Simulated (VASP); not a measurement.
# Al (Im-3m) in VASP: a series of runs

The runs below take Al through single point, with RPBE.

Everything below comes from runs of VASP 6.6.1. Logs are shortened: lines on timing, memory, paths and dates and some standing lists are left out, and cuts for length are marked.

## 1. The cell of the first run

It takes space group Im-3m (No. 229, cubic). The conventional cell has a = 3.257 Å, b = 3.257 Å, c = 3.257 Å, α = 90.00°, β = 90.00°, γ = 90.00°. Within 3.7 Å of Al (site symmetry m-3m) lie 14 Al at 2.82 to 3.26 Å.

## 2. Single point, RPBE

Input file INCAR:

```
PREC = Accurate ; ENCUT = 520
EDIFF = 1E-6 ; ISMEAR = -1
SIGMA = 0.1 ; LREAL = False
LASPH = True ; NELM = 100
ALGO = Normal ; ISIF = 2
LWAVE = False ; LCHARG = False
GGA = RP ; NBANDS = 8
```

Input file KPOINTS:

```
Automatic mesh
0
Gamma
  14 14 14
```

Input file POSCAR:

```
Al
1.0
   -1.6284396167      1.6284396167      1.6284396167
    1.6284396167     -1.6284396167      1.6284396167
    1.6284396167      1.6284396167     -1.6284396167
Al
1
Direct
    0.0000000000      0.0000000000      0.0000000000
```

Potentials or basis: VASP PAW PBE potentials, release 64 (Al).

On the command line:

```sh
cat potpaw_PBE.64/Al/POTCAR > POTCAR
mpirun -np 1 vasp_std > vasp.out
```

OUTCAR:

```text
PREC = Accurate
   ENCUT = 520
   EDIFF = 1E-6
   ISMEAR = -1
   LREAL = False
   LASPH = True
   NELM = 100
   ISIF = 2
   GGA = RP

 ion  position               nearest neighbor table
   1  0.000  0.000  0.000-

  LATTYP: Found a body centered cubic cell.
 ALAT       =     3.2568792334

  Lattice vectors:

 A1 = (  -1.6284396167,   1.6284396167,   1.6284396167)
 A2 = (   1.6284396167,  -1.6284396167,   1.6284396167)
 A3 = (   1.6284396167,   1.6284396167,  -1.6284396167)

Analysis of symmetry for initial positions (statically):
=====================================================================
 Subroutine PRICEL returns:
 Original cell was already a primitive cell.

 Routine SETGRP: Setting up the symmetry group for a
 body centered cubic supercell.

 Subroutine GETGRP returns: Found 48 space group operations
 (whereof 48 operations were pure point group operations)
 out of a pool of 48 trial point group operations.

The static configuration has the point symmetry O_h .

Analysis of symmetry for dynamics (positions and initial velocities):
=====================================================================
 Subroutine PRICEL returns:
 Original cell was already a primitive cell.

 Routine SETGRP: Setting up the symmetry group for a
 body centered cubic supercell.

 Subroutine GETGRP returns: Found 48 space group operations
 (whereof 48 operations were pure point group operations)
 out of a pool of 48 trial point group operations.

The dynamic configuration has the point symmetry O_h .

 Subroutine INISYM returns: Found 48 space group operations
 (whereof 48 operations are pure point group operations),
 and found     1 'primitive' translations

----------------------------------------------------------------------------------------

                                     Primitive cell

  volume of cell :      17.2733

  direct lattice vectors                    reciprocal lattice vectors
    -1.628439617  1.628439617  1.628439617     0.000000000  0.307042395  0.307042395
     1.628439617 -1.628439617  1.628439617     0.307042395  0.000000000  0.307042395
     1.628439617  1.628439617 -1.628439617     0.307042395  0.307042395  0.000000000

  length of vectors
     2.820540153  2.820540153  2.820540153     0.434223519  0.434223519  0.434223519

  position of ions in fractional coordinates (direct lattice)
     0.000000000  0.000000000  0.000000000

  ion indices of the primitive-cell ions
   primitive index   ion index
                 1           1

----------------------------------------------------------------------------------------

 KPOINTS: Automatic mesh

Automatic generation of k-mesh.
 Grid dimensions read from file:
 generate k-points for:   14   14   14

 Generating k-lattice:

  Cartesian coordinates                     Fractional coordinates (reciprocal lattice)
     0.000000000  0.021931600  0.021931600     0.071428571  0.000000000  0.000000000
     0.021931600  0.000000000  0.021931600     0.000000000  0.071428571  0.000000000
     0.021931600  0.021931600  0.000000000     0.000000000  0.000000000  0.071428571

  Length of vectors
     0.031015966  0.031015966  0.031015966

  Shift w.r.t. Gamma in fractional coordinates (k-lattice)
     0.000000000  0.000000000  0.000000000

 Subroutine IBZKPT returns following result:
 ===========================================

 Found    104 irreducible k-points:

 Following reciprocal coordinates:
            Coordinates               Weight
  0.000000  0.000000  0.000000      1.000000
  0.071429  0.000000  0.000000     12.000000
  0.142857  0.000000  0.000000     12.000000
  0.214286  0.000000  0.000000     12.000000
  0.285714  0.000000  0.000000     12.000000
  0.357143  0.000000  0.000000     12.000000
[... 16 lines left out ...]
  0.285714  0.285714  0.000000     24.000000
  0.357143  0.285714  0.000000     24.000000
 [... further k-points ...]
   k-points           NKPTS =    104   k-points in BZ     NKDIM =    104   number of bands    NBANDS=      8
   number of dos      NEDOS =    301   number of ions     NIONS =      1
   total plane-waves  NPLWV =  13824
   dimension x,y,z NGX =    24 NGY =   24 NGZ =   24
   dimension x,y,z NGXF=    48 NGYF=   48 NGZF=   48
   ions per type =               1
   NGX,Y,Z   is equivalent  to a cutoff of  14.15, 14.15, 14.15 a.u.
   NGXF,Y,Z  is equivalent  to a cutoff of  28.29, 28.29, 28.29 a.u.
 SYSTEM =  unknown system
   PREC   = accura    normal or accurate (medium, high low for compatibility)
   ISTART =      0    job   : 0-new  1-cont  2-samecut
   ICHARG =      2    charge: 1-file 2-atom 10-const
   ISPIN  =      1    spin polarized calculation?
   LNONCOLLINEAR =      F non collinear calculations
   LSORBIT =      F    spin-orbit coupling
   LASPH  =      T    aspherical Exc in radial PAW
   ENCUT  =  520.0 eV  38.22 Ry    6.18 a.u.   5.24  5.24  5.24*2*pi/ulx,y,z
   NELM   =    100;   NELMIN=  2; NELMDL= -5     # of ELM steps
   EDIFF  = 0.1E-05   stopping-criterion for ELM
   LREAL  =      F    real-space projection
   EDIFFG = 0.1E-04   stopping-criterion for IOM
   NSW    =      0    number of steps for IOM
   IBRION =     -1    ionic relax: 0-MD 1-quasi-New 2-CG
   NFREE  =      0    steps in history (QN), initial steepest desc. (CG)
   ISIF   =      2    stress and relaxation
   ISYM   =      2    0-nonsym 1-usesym 2-fastsym
   POTIM  = 0.5000    time-step for ionic-motion
   TEBEG  =    0.0;   TEEND  =   0.0 temperature during run
   PSTRESS=    0.0 pullay stress
   NELECT =       3.0000    total number of electrons
   NUPDOWN=      -1.0000    fix difference up-down
   EMIN   =  10.00;   EMAX   =-10.00  energy-range for DOS
   EFERMI =   0.00;   METHOD = LEGACY
   ISMEAR =    -1;   SIGMA  =   0.10  broadening in eV -4-tet -1-fermi 0-gaus
   EFERMI_NEDOS =   21; number of points for ismear=-14 and -15
   IALGO  =     38    algorithm
   IMIX   =      4    mixing-type and parameters
     AMIX     =   0.40;   BMIX     =  1.00
     AMIX_MAG =   1.60;   BMIX_MAG =  1.00
  volume/ion in A,a.u.               =      17.27       116.57
  Fermi-wavevector in a.u.,A,eV,Ry     =   0.913391  1.726059 11.351121  0.834284
  Thomas-Fermi vector in A             =   2.037898
   LORBIT       =      0    0 simple, 1 ext, 2 COOP (PROOUT), +10 PAW based schemes
   GGA     = RP    functional components
   LHFCALC =     F    Hartree Fock is set to
   AEXX    =    0.0000 exact exchange contribution
   IVDW    =     0    specifies the selected vdW correction
   LEPSILON=     F    determine dielectric tensor
   LRPA    =     F    only Hartree local field effects (RPA)
 non-spin polarized calculation
  energy-cutoff  :      520.00
  volume of cell :       17.27
 maximum number of plane-waves:       476
 NGX is ok and might be reduce to    24
   NGX = 11   NGY = 11   NGZ = 11

 number of electron       3.0000000 magnetization

 Free energy of the ion-electron system (eV)
  ---------------------------------------------------
  ext. energy  EPLUGINS =         0.00000000
  ---------------------------------------------------
  free energy    TOTEN  =        -3.42356572 eV

  energy without entropy =       -3.41075162  energy(sigma->0) =       -3.41715867

 E-fermi :   7.6285     XC(G=0):  -9.9818

 val. band max:        7.6033106379   @ k =   0.2857   0.2857   0.0000
 cond. band min:       7.6752532732   @ k =   0.2857   0.2143   0.0000
 fundamental gap:      0.0719426352
 Fermi energy:         7.6284661967

 k-point     1 :       0.0000    0.0000    0.0000
  band No.  band energies     occupation
      1      -3.1962      2.00000
      2      20.6022      0.00000
      3      20.6022      0.00000
      4      20.6022      0.00000
      5      21.8008      0.00000
      6      21.8008      0.00000
      7      21.8008      0.00000
      8      23.5685      0.00000

 k-point     2 :       0.0714    0.0000    0.0000
  band No.  band energies     occupation
      1      -3.0537      2.00000
      2      18.8594      0.00000
      3      19.5765      0.00000
      4      20.0383      0.00000
      5      21.2741      0.00000
      6      22.3757      0.00000
      7      22.6632      0.00000
      8      23.0647      0.00000

 k-point     3 :       0.1429    0.0000    0.0000
  band No.  band energies     occupation
      1      -2.6269      2.00000
      2      16.0526      0.00000
      3      18.3485      0.00000
      4      18.9381      0.00000
      5      20.2386      0.00000
      6      21.3929      0.00000
      7      23.4311      0.00000
      8      23.8269      0.00000

 k-point     4 :       0.2143    0.0000    0.0000
  band No.  band energies     occupation
      1      -1.9184      2.00000
      2      13.1910      0.00000
      3      17.3243      0.00000
      4      17.8521      0.00000
      5      19.2296      0.00000
      6      20.5030      0.00000
      7      24.3509      0.00000
      8      24.3621      0.00000

 k-point     5 :       0.2857    0.0000    0.0000
  band No.  band energies     occupation
      1      -0.9321      2.00000
      2      10.4772      0.00000
      3      16.5263      0.00000
      4      16.9512      0.00000
      5      18.4015      0.00000
      6      19.7524      0.00000
      7      25.1290      0.00000
      8      25.4435      0.00000

 k-point     6 :       0.3571    0.0000    0.0000
  band No.  band energies     occupation
      1       0.3266      2.00000
      2       7.9693      0.06405
      3      15.9571      0.00000
      4      16.2893      0.00000
      5      17.7972      0.00000
      6      19.1800      0.00000
      7      26.0948      0.00000
      8      26.7260      0.00000

 k-point     7 :       0.4286    0.0000    0.0000
  band No.  band energies     occupation
      1       1.8489      2.00000
      2       5.6934      2.00000
      3      15.6162      0.00000
      4      15.8868      0.00000
      5      17.4313      0.00000
      6      18.8220      0.00000
      7      27.1644      0.00000
      8      28.1179      0.00000

 k-point     8 :       0.5000    0.0000    0.0000
  band No.  band energies     occupation
      1       3.4550      2.00000
      2       3.8356      2.00000
      3      15.5026      0.00000
      4      15.7519      0.00000
      5      17.3088      0.00000
      6      18.7002      0.00000
      7      27.8215      0.00000
      8      29.0058      0.00000

 k-point     9 :       0.0714    0.0714    0.0000
  band No.  band energies     occupation
      1      -2.7690      2.00000
      2      17.5052      0.00000
      3      17.5640      0.00000
      4      19.1005      0.00000
      5      21.3331      0.00000
      6      21.7733      0.00000
      7      23.0532      0.00000
      8      23.6071      0.00000

 k-point    10 :       0.1429    0.0714    0.0000
  band No.  band energies     occupation
      1      -2.2014      2.00000
      2      14.6906      0.00000
      3      16.3439      0.00000
      4      18.0153      0.00000
      5      20.5378      0.00000
      6      21.5645      0.00000
      7      23.1609      0.00000
      8      24.8186      0.00000
[... 78 lines left out ...]
 k-point    18 :       0.3571    0.1429    0.0000
  band No.  band energies     occupation
      1       2.2613      2.00000
      2       6.0951      2.00000
      3      11.6494      0.00000
      4      15.2700      0.00000
      5      19.3542      0.00000
      6      22.4116      0.00000
      7      25.0853      0.00000
      8      27.9930      0.00000

 k-point    19 :       0.4286    0.1429    0.0000
  band No.  band energies     occupation
      1       3.8529      2.00000
      2       4.2537      2.00000
      3      11.5186      0.00000
      4      15.1471      0.00000
      5      19.2314      0.00000
      6      22.3994      0.00000
      7      25.9695      0.00000
      8      27.0780      0.00000

 k-point    20 :       0.2143    0.2143    0.0000
  band No.  band energies     occupation
      1       0.6048      2.00000
      2       9.8250      0.00000
      3      10.3564      0.00000
      4      15.5414      0.00000
      5      21.0907      0.00000
      6      21.4109      0.00000
      7      26.2775      0.00000
      8      26.3488      0.00000

 k-point    21 :       0.2857    0.2143    0.0000
  band No.  band energies     occupation
      1       1.9874      2.00000
      2       7.6753      0.77024
      3       9.6080      0.00000
      4      15.0595      0.00000
      5      20.7965      0.00000
      6      22.4105      0.00000
      7      25.7780      0.00000
      8      27.6166      0.00000

 k-point    22 :       0.3571    0.2143    0.0000
  band No.  band energies     occupation
      1       3.6188      2.00000
      2       5.5616      2.00000
      3       9.3282      0.00000
      4      14.8148      0.00000
      5      20.5725      0.00000
      6      23.6115      0.00000
      7      25.0337      0.00000
      8      27.2998      0.00000

 k-point    23 :       0.2857    0.2857    0.0000
  band No.  band energies     occupation
      1       3.4887      2.00000
      2       7.0399      1.99446
      3       7.6033      1.12512
      4      14.6994      0.00000
      5      21.9873      0.00000
      6      22.2960      0.00000
      7      25.2341      0.00000
      8      28.6829      0.00000

 k-point    24 :       0.3571    0.2857    0.0000
  band No.  band energies     occupation
      1       5.0476      2.00000
      2       5.4528      2.00000
      3       7.2501      1.95553
      4      14.5777      0.00000
      5      22.0258      0.00000
      6      23.6521      0.00000
      7      23.6810      0.00000
      8      29.2522      0.00000

 [... further k-points ...]
[... 5 lines left out ...]
  --------------------------------------------------------------------------------------
  -------------------------------------------------------------------------------------
  Total       -0.0153726     -0.0153726     -0.0153726      0.0000000      0.0000000     -0.0000000
  in kB       -1.4258752     -1.4258752     -1.4258752      0.0000000      0.0000000     -0.0000000
  external PRESSURE =      -1.4258752 kB  Pullay stress =       0.0000000 kB

 VOLUME and BASIS-vectors are now :
 -----------------------------------------------------------------------------
  energy-cutoff  :      520.00
  volume of cell :       17.27
      direct lattice vectors                 reciprocal lattice vectors
    -1.628439617  1.628439617  1.628439617     0.000000000  0.307042395  0.307042395
     1.628439617 -1.628439617  1.628439617     0.307042395  0.000000000  0.307042395
     1.628439617  1.628439617 -1.628439617     0.307042395  0.307042395  0.000000000

 POSITION                                       TOTAL-FORCE (eV/Angst)
 -----------------------------------------------------------------------------------
      0.00000      0.00000      0.00000        -0.000000      0.000000     -0.000000
 -----------------------------------------------------------------------------------
    total drift:                                0.000000      0.000000      0.000000

  FREE ENERGIE OF THE ION-ELECTRON SYSTEM (eV)
  ---------------------------------------------------
  free  energy   TOTEN  =        -3.4235657196 eV

  energy  without entropy=       -3.4107516250  energy(sigma->0) =       -3.41715867
```

It took 4 s on 1 thread of Intel Xeon 6975P-C (Granite Rapids), shared host; peak memory 0.13 GiB.

Results:

- Free energy: -3.4236 eV
- Pressure: -0.1 GPa

Levels at points of the mesh, in eV from the Fermi level:
```csv
k point,band 1,band 2,band 3,band 4
"(0.00, 0.00, 0.00)",-10.82,12.97,12.97,12.97
"(0.50, 0.00, 0.00)",-4.17,-3.79,7.87,8.12
"(0.50, 0.50, 0.50)",1.80,1.80,1.80,3.00
```

Caveat: the PAW data sets were made with another functional, which shifts forces and pressure a little.

[end of part 1 of 3]
